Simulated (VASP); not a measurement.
# InSe (P6_3/mmc) in VASP: notebook

The runs below take InSe through single point, with PBE+TS, PBEsol.

Program: VASP 6.6.1. These are calculated values, not measurements. Logs are shortened: lines on timing, memory, paths and dates and some standing lists are left out, and cuts for length are marked.

### Step 1. The cell of the first run

The structure is hexagonal, space group P6_3/mmc (No. 194). The conventional cell has a = 4.050 Å, b = 4.050 Å, c = 16.930 Å, α = 90.00°, β = 90.00°, γ = 120.00°. Within 3.3 Å of In (site symmetry 3m) lie 3 Se at 2.52 Å and 1 In at 3.15 Å. Se (site symmetry 3m) has 3 In at 2.52 Å within 3.3 Å.

### Step 2. Single point, PBE+TS

Input file INCAR:

```
SYSTEM = InSe
  ALGO = Normal
  EDIFF = 1E-7
  ENCUT = 520
  ISIF = 2
  ISMEAR = 0
  IVDW = 2
  LASPH = .TRUE.
  LCHARG = .FALSE.
  LREAL = .FALSE.
  LVDWSCS = .TRUE.
  LWAVE = .FALSE.
  NELM = 100
  PREC = Accurate
  SIGMA = 0.02
```

Input file KPOINTS:

```
k-points
0
Gamma
  6 6 2
```

Input file POSCAR:

```
InSe
1.0
    4.0500000000      0.0000000000      0.0000000000
   -2.0250000000      3.5074028853      0.0000000000
    0.0000000000      0.0000000000     16.9300000000
In Se
4 4
Direct
    0.6666666667      0.3333333333      0.8430000000
    0.3333333333      0.6666666667      0.3430000000
    0.6666666667      0.3333333333      0.6570000000
    0.3333333333      0.6666666667      0.1570000000
    0.6666666667      0.3333333333      0.3980000000
    0.3333333333      0.6666666667      0.8980000000
    0.6666666667      0.3333333333      0.1020000000
    0.3333333333      0.6666666667      0.6020000000
```

Potentials or basis: VASP PAW PBE potentials, release 64 (In_d, Se).

Launch:

```sh
$ cat potpaw_PBE.64/In_d/POTCAR potpaw_PBE.64/Se/POTCAR > POTCAR
$ mpirun -np 1 vasp_std > vasp.out
```

OUTCAR:

```text
SYSTEM = InSe
   EDIFF = 1E-7
   ENCUT = 520
   ISIF = 2
   ISMEAR = 0
   IVDW = 2
   LASPH = .TRUE.
   LREAL = .FALSE.
   NELM = 100
   PREC = Accurate
  IVDW =   2

 Found     14 irreducible k-points:

 Following reciprocal coordinates:
            Coordinates               Weight
  0.000000  0.000000  0.000000      1.000000
  0.166667  0.000000  0.000000      6.000000
  0.333333 -0.000000  0.000000      6.000000
  0.500000 -0.000000  0.000000      3.000000
  0.166667  0.166667  0.000000      6.000000
  0.333333  0.166667  0.000000     12.000000
   k-points           NKPTS =     14   k-points in BZ     NKDIM =     14   number of bands    NBANDS=     45
   number of dos      NEDOS =    301   number of ions     NIONS =      8
   total plane-waves  NPLWV = 113400
   dimension x,y,z NGX =    30 NGY =   30 NGZ =  126
   dimension x,y,z NGXF=    60 NGYF=   60 NGZF=  252
   ions per type =               4   4
   NGX,Y,Z   is equivalent  to a cutoff of  12.31, 12.31, 12.37 a.u.
   NGXF,Y,Z  is equivalent  to a cutoff of  24.63, 24.63, 24.75 a.u.
 SYSTEM =  InSe
   PREC   = accura    normal or accurate (medium, high low for compatibility)
   ISTART =      0    job   : 0-new  1-cont  2-samecut
   ICHARG =      2    charge: 1-file 2-atom 10-const
   ISPIN  =      1    spin polarized calculation?
   LNONCOLLINEAR =      F non collinear calculations
   LSORBIT =      F    spin-orbit coupling
   LASPH  =      T    aspherical Exc in radial PAW
   ENCUT  =  520.0 eV  38.22 Ry    6.18 a.u.   7.53  7.53 31.48*2*pi/ulx,y,z
   NELM   =    100;   NELMIN=  2; NELMDL= -5     # of ELM steps
   EDIFF  = 0.1E-06   stopping-criterion for ELM
   LREAL  =      F    real-space projection
   EDIFFG = 0.1E-05   stopping-criterion for IOM
   NSW    =      0    number of steps for IOM
   IBRION =     -1    ionic relax: 0-MD 1-quasi-New 2-CG
   NFREE  =      0    steps in history (QN), initial steepest desc. (CG)
   ISIF   =      2    stress and relaxation
   ISYM   =      2    0-nonsym 1-usesym 2-fastsym
   POTIM  = 0.5000    time-step for ionic-motion
   TEBEG  =    0.0;   TEEND  =   0.0 temperature during run

   SCALEE = 1.0000    scale energy and forces
   PSTRESS=    0.0 pullay stress
   NELECT =      76.0000    total number of electrons
   NUPDOWN=      -1.0000    fix difference up-down
   EMIN   =  10.00;   EMAX   =-10.00  energy-range for DOS
   EFERMI =   0.00;   METHOD = LEGACY
   ISMEAR =     0;   SIGMA  =   0.02  broadening in eV -4-tet -1-fermi 0-gaus
   EFERMI_NEDOS =   21; number of points for ismear=-14 and -15
   IALGO  =     38    algorithm
   IMIX   =      4    mixing-type and parameters
     AMIX     =   0.40;   BMIX     =  1.00
     AMIX_MAG =   1.60;   BMIX_MAG =  1.00
  volume/ion in A,a.u.               =      30.06       202.86
  Fermi-wavevector in a.u.,A,eV,Ry     =   1.115099  2.107232 16.918111  1.243446
  Thomas-Fermi vector in A             =   2.251701
   LORBIT       =      0    0 simple, 1 ext, 2 COOP (PROOUT), +10 PAW based schemes
   GGA     = PE    functional components
   LHFCALC =     F    Hartree Fock is set to
   AEXX    =    0.0000 exact exchange contribution
   IVDW    =     2    specifies the selected vdW correction
   LEPSILON=     F    determine dielectric tensor
   LRPA    =     F    only Hartree local field effects (RPA)

   CSHIFT  =0.1000    complex shift for real part using Kramers Kronig

   OMEGAMAX=  -1.0    maximum frequency
 non-spin polarized calculation
 Gauss-broadening in eV      SIGMA  =   0.02
  energy-cutoff  :      520.00
  volume of cell :      240.49
 maximum number of plane-waves:      6531
   NGX = 15   NGY = 15   NGZ = 63

 number of electron      76.0000004 magnetization

 Free energy of the ion-electron system (eV)
  ---------------------------------------------------
  ext. energy  EPLUGINS =         0.00000000
  ---------------------------------------------------
  free energy    TOTEN  =       -26.50086055 eV

  energy without entropy =      -26.50024243  energy(sigma->0) =      -26.50055149

 E-fermi :   4.2361     XC(G=0):  -8.6738

 val. band max:        4.2215079666   @ k =   0.1667   0.0000   0.0000
 cond. band min:       4.5606431846   @ k =   0.0000   0.0000   0.5000
 fundamental gap:      0.3391352180
 Fermi energy:         4.2361279846

 k-point     1 :       0.0000    0.0000    0.0000
  band No.  band energies     occupation
      1     -10.9992      2.00000
      2     -10.9881      2.00000
      3     -10.8992      2.00000
      4     -10.8817      2.00000
      5     -10.8019      2.00000
      6     -10.8019      2.00000
[... 37 lines left out ...]
     44       8.0675      0.00000
     45       8.2097      0.00000

 k-point     2 :       0.1667    0.0000    0.0000
  band No.  band energies     occupation
      1     -11.1186      2.00000
      2     -11.1062      2.00000
      3     -11.0781      2.00000
      4     -11.0637      2.00000
      5     -10.7809      2.00000
      6     -10.7805      2.00000
[... 37 lines left out ...]
     44       7.8359      0.00000
     45       8.0503      0.00000

 k-point     3 :       0.3333   -0.0000    0.0000
  band No.  band energies     occupation
      1     -11.2638      2.00000
      2     -11.2546      2.00000
      3     -11.2390      2.00000
      4     -11.2291      2.00000
      5     -10.7432      2.00000
      6     -10.7427      2.00000
[... 37 lines left out ...]
     44       7.9706      0.00000
     45       8.2631      0.00000

 k-point     4 :       0.5000   -0.0000    0.0000
  band No.  band energies     occupation
      1     -11.3186      2.00000
      2     -11.3134      2.00000
      3     -11.2960      2.00000
      4     -11.2905      2.00000
      5     -10.7278      2.00000
      6     -10.7272      2.00000
[... 37 lines left out ...]
     44       7.3408      0.00000
     45       8.1235      0.00000

 k-point     5 :       0.1667    0.1667    0.0000
  band No.  band energies     occupation
      1     -11.2293      2.00000
      2     -11.2188      2.00000
      3     -11.2033      2.00000
      4     -11.1918      2.00000
      5     -10.7583      2.00000
      6     -10.7579      2.00000
[... 37 lines left out ...]
     44       7.5429      0.00000
     45       8.0488      0.00000

 k-point     6 :       0.3333    0.1667    0.0000
  band No.  band energies     occupation
      1     -11.3096      2.00000
      2     -11.3043      2.00000
      3     -11.2888      2.00000
      4     -11.2831      2.00000
      5     -10.7372      2.00000
      6     -10.7366      2.00000
[... 37 lines left out ...]
     44       7.8910      0.00000
     45       8.0961      0.00000

 [... further k-points ...]

------------------------ aborting loop because EDIFF is reached ----------------------------------------

  Hirshfeld charges:
            ion         q(e)
   ------------------------------
      1     In       0.16158727
      2     In       0.16158727
      3     In       0.16158727
      4     In       0.16158727
      5     Se      -0.16158727
      6     Se      -0.16158727
      7     Se      -0.16158727
      8     Se      -0.16158727

  Tkatchenko/Scheffler method for vdW energy calculation

  Number of pair interactions contributing to vdW energy:   78380

  Edisp (eV):   -1.84325

  FORCE on cell =-STRESS in cart. coord.  units (eV):
  Direction    XX          YY          ZZ          XY          YZ          ZX
  --------------------------------------------------------------------------------------
  -------------------------------------------------------------------------------------
  Total      14.61582    14.61582     0.21578     0.00000    -0.00000     0.00000
  in kB      97.37245    97.37245     1.43752     0.00000    -0.00000     0.00000
  external pressure =       65.39 kB  Pullay stress =        0.00 kB

 VOLUME and BASIS-vectors are now :
 -----------------------------------------------------------------------------
  energy-cutoff  :      520.00
  volume of cell :      240.49
      direct lattice vectors                 reciprocal lattice vectors
     4.050000000  0.000000000  0.000000000     0.246913580  0.142555622  0.000000000
    -2.025000000  3.507402885  0.000000000     0.000000000  0.285111244  0.000000000
     0.000000000  0.000000000 16.930000000     0.000000000  0.000000000  0.059066745

 POSITION                                       TOTAL-FORCE (eV/Angst)
 -----------------------------------------------------------------------------------
      2.02500      1.16913     14.27199        -0.000000     -0.000000     -2.938376
     -0.00000      2.33827      5.80699        -0.000000     -0.000000     -2.938376
      2.02500      1.16913     11.12301         0.000000     -0.000000      2.938376
     -0.00000      2.33827      2.65801         0.000000      0.000000      2.938376
      2.02500      1.16913      6.73814         0.000000     -0.000000      2.069494
     -0.00000      2.33827     15.20314        -0.000000     -0.000000      2.069494
      2.02500      1.16913      1.72686         0.000000      0.000000     -2.069494
     -0.00000      2.33827     10.19186        -0.000000     -0.000000     -2.069494
 -----------------------------------------------------------------------------------
    total drift:                               -0.000000     -0.000000      0.000000

  FREE ENERGIE OF THE ION-ELECTRON SYSTEM (eV)
  ---------------------------------------------------
  free  energy   TOTEN  =       -28.3441136305 eV

  energy  without entropy=      -28.3434955015  energy(sigma->0) =      -28.34380457
```

It took 6.7 min on 1 thread of Intel Xeon Platinum 8175M at 2.50GHz (Skylake/Cascade Lake), shared host; peak memory 0.38 GiB.

Results:

| Item | Value |
| --- | --- |
| Free energy | -28.3441 eV |
| Pressure | 6.5 GPa |
| Largest force | 2.938 eV/Å |
| Band gap on the k mesh | zero (filled and empty bands overlap) |
| Hirshfeld charges | In +0.16; Se -0.16 e |
| Dispersion energy per atom | -0.230 eV |

Forces on the atoms (eV/Å):
```
In   0.000  0.000 -2.938
In   0.000  0.000 -2.938
In   0.000  0.000  2.938
In   0.000  0.000  2.938
Se   0.000  0.000  2.069
Se   0.000  0.000  2.069
Se   0.000  0.000 -2.069
Se   0.000  0.000 -2.069
```

Stress tensor (GPa, compression positive):
```
9.74 0.00 0.00
0.00 9.74 0.00
0.00 0.00 0.14
```

Levels at points of the mesh, in eV from the Fermi level:
| k point | band 34 | band 35 | band 36 | band 37 | band 38 | band 39 | band 40 | band 41 | band 42 | band 43 |
| --- | --- | --- | --- | --- | --- | --- | --- | --- | --- | --- |
| (0.00, 0.00, 0.00) | -2.17 | -2.11 | -2.11 | -1.31 | -0.32 | -0.02 | 0.45 | 1.27 | 1.63 | 3.83 |
| (0.50, 0.00, 0.00) | -3.15 | -2.89 | -2.52 | -1.45 | -0.95 | 0.98 | 1.14 | 1.40 | 1.47 | 3.06 |
| (0.00, 0.00, 0.50) | -2.13 | -2.13 | -2.13 | -0.90 | -0.90 | 0.32 | 0.32 | 1.45 | 1.45 | 3.89 |
| (0.50, 0.00, 0.50) | -3.26 | -2.66 | -2.66 | -1.21 | -1.21 | 1.22 | 1.22 | 1.30 | 1.30 | 3.04 |

Caveat: the cell stands under pressure; spin-orbit coupling is left out, which moves the levels of the heavy elements; forces of over 1 eV/Å act on the atoms, so gaps and moduli don't describe the material at rest.

### Step 3. Single point, PBEsol

This run uses another cell than the first one, of 29.53 Å³/atom.

Input file INCAR:

```
SYSTEM = InSe
PREC = Accurate ; ENCUT = 520
EDIFF = 1E-6 ; ISMEAR = -1
SIGMA = 0.05 ; LREAL = .FALSE.
LASPH = .TRUE. ; NELM = 80
ALGO = Normal ; ISIF = 2
LWAVE = .FALSE. ; LCHARG = .FALSE.
GGA = PS ; NBANDS = 48
```

Input file KPOINTS:

```
Automatic mesh
0
G
  8 8 2
  0 0 0
```

Input file POSCAR:

```
InSe
1.0
    4.0065392927      0.0000000000      0.0000000000
   -2.0032696463      3.4697648087      0.0000000000
    0.0000000000      0.0000000000     16.9935476556
In Se
4 4
Direct
    0.6666666667      0.3333333333      0.8316915292
    0.3333333333      0.6666666667      0.3316915292
    0.6666666667      0.3333333333      0.6683084708
    0.3333333333      0.6666666667      0.1683084708
    0.6666666667      0.3333333333      0.4069038819
    0.3333333333      0.6666666667      0.9069038819
    0.6666666667      0.3333333333      0.0930961181
    0.3333333333      0.6666666667      0.5930961181
```

Potentials or basis: VASP PAW PBE potentials, release 64 (In_d, Se).

Launch:

```sh
$ cat potpaw_PBE.64/In_d/POTCAR potpaw_PBE.64/Se/POTCAR > POTCAR
$ mpirun -np 1 vasp_std > vasp.out
```

It took 3.5 min on 1 thread of Intel Xeon Platinum 8488C (Sapphire Rapids), shared host; peak memory 0.43 GiB.

It converged, with:

| Property | Result |
| --- | --- |
| Free energy | -31.1943 eV |
| Pressure | 0.1 GPa |
| Largest force | 0.022 eV/Å |
| Band gap on the k mesh | 0.42 eV |

Forces in eV/Å, atoms in the order of the input:
```
In   0.000  0.000 -0.020
In   0.000  0.000 -0.020
In   0.000  0.000  0.020
In   0.000  0.000  0.020
Se   0.000  0.000  0.022
Se   0.000  0.000  0.022
Se   0.000  0.000 -0.022
Se   0.000  0.000 -0.022
```

Levels at points of the mesh, in eV from the valence-band top:
| k point | band 35 | band 36 | band 37 | band 38 | band 39 | band 40 | band 41 | band 42 |
| --- | --- | --- | --- | --- | --- | --- | --- | --- |
| (0.00, 0.00, 0.00) | -1.13 | -1.05 | -1.05 | 0.00 | 0.42 | 1.66 | 2.10 | 2.10 |
| (0.50, 0.00, 0.00) | -2.08 | -2.00 | -1.98 | -1.38 | 1.21 | 1.22 | 1.87 | 1.96 |
| (0.00, 0.00, 0.50) | -1.08 | -1.08 | -0.87 | -0.87 | 1.21 | 1.21 | 2.10 | 2.10 |
| (0.50, 0.00, 0.50) | -2.05 | -2.05 | -1.69 | -1.69 | 1.47 | 1.47 | 1.62 | 1.62 |

Caveat: the PAW data sets were made with another functional, which shifts forces and pressure a little; spin-orbit coupling is left out, which moves the levels of the heavy elements; this functional lacks dispersion, which binds the layers, so the pressure and a relaxed spacing across them are unreliable. As with any semilocal functional, this PBEsol gap is likely too small.
